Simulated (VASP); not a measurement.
Write the native input for VASP 6.6.1 that does the following.

| Quantity | Value |
| --- | --- |
| Task | single point |
| Functional | r2SCAN |
| Dispersion | D4 |
| Potentials or basis | VASP PAW PBE potentials, release 64 (Ga_d, P) |
| Cutoff | 520 eV |
| k mesh | 12 × 12 × 12 |
| Occupations | gaussian, width 0.01 eV |
| Spin | no spin polarisation |
| Dipole correction | no |
| Further INCAR settings | ALGO = Normal; EDIFF = 1e-06; NBANDS = 16 |

Crystal: GaP.

```xyz
2
Lattice="0.0000 2.7150 2.7150 2.7150 0.0000 2.7150 2.7150 2.7150 0.0000" Properties=species:S:1:pos:R:3 pbc="T T T"
Ga    0.0000    0.0000    0.0000
P     4.0726    4.0726    4.0726
```

The input as run:

POSCAR

```
GaP
1.0
    0.0000000000      2.7150410226      2.7150410226
    2.7150410226      0.0000000000      2.7150410226
    2.7150410226      2.7150410226      0.0000000000
Ga P
1 1
Direct
    0.0000000000      0.0000000000      0.0000000000
    0.7500000000      0.7500000000      0.7500000000
```

INCAR.step1

```
SYSTEM = GaP
PREC = Accurate
ENCUT = 520
ISMEAR = 0
SIGMA = 0.01
LREAL = .FALSE.
LASPH = .TRUE.
NELM = 60
NBANDS = 16
GGA = PE
ALGO = Normal
EDIFF = 1E-4
LWAVE = .TRUE.
LCHARG = .FALSE.
```

INCAR.step2

```
SYSTEM = GaP
PREC = Accurate
ENCUT = 520
EDIFF = 1E-6
ISMEAR = 0
SIGMA = 0.01
LREAL = .FALSE.
LASPH = .TRUE.
NELM = 60
ALGO = Normal
ISIF = 2
LWAVE = .FALSE.
LCHARG = .FALSE.
METAGGA = R2SCAN
LMIXTAU = .TRUE.
IVDW = 13
VDW_S6 = 1.0
VDW_S8 = 0.6018749
VDW_A1 = 0.51559235
VDW_A2 = 5.77342911
NBANDS = 16
ISTART = 1
```

KPOINTS

```
regular mesh
0
G
  12 12 12
  0 0 0
```

Potentials or basis: VASP PAW PBE potentials, release 64 (Ga_d, P).

Run with:

```console
$ cat potpaw_PBE.64/Ga_d/POTCAR potpaw_PBE.64/P/POTCAR > POTCAR
$ cp INCAR.step1 INCAR
$ mpirun -np 1 vasp_std > vasp.out
$ cp INCAR.step2 INCAR
$ mpirun -np 1 vasp_std > vasp.out
```

It gave:

| Property | Result |
| --- | --- |
| Pressure | 0.0 GPa |
| Band gap on the k mesh | 1.83 eV, indirect (least direct gap 2.44 eV) |
| Dispersion energy per atom | -0.147 eV |

Caveat: the PAW data sets were made with another functional, which shifts forces and pressure a little.

Run time: 2.1 min on 1 thread of Intel(R) Xeon(R) Platinum 8488C (Sapphire Rapids), with other jobs on the host, peak memory 0.19 GiB.
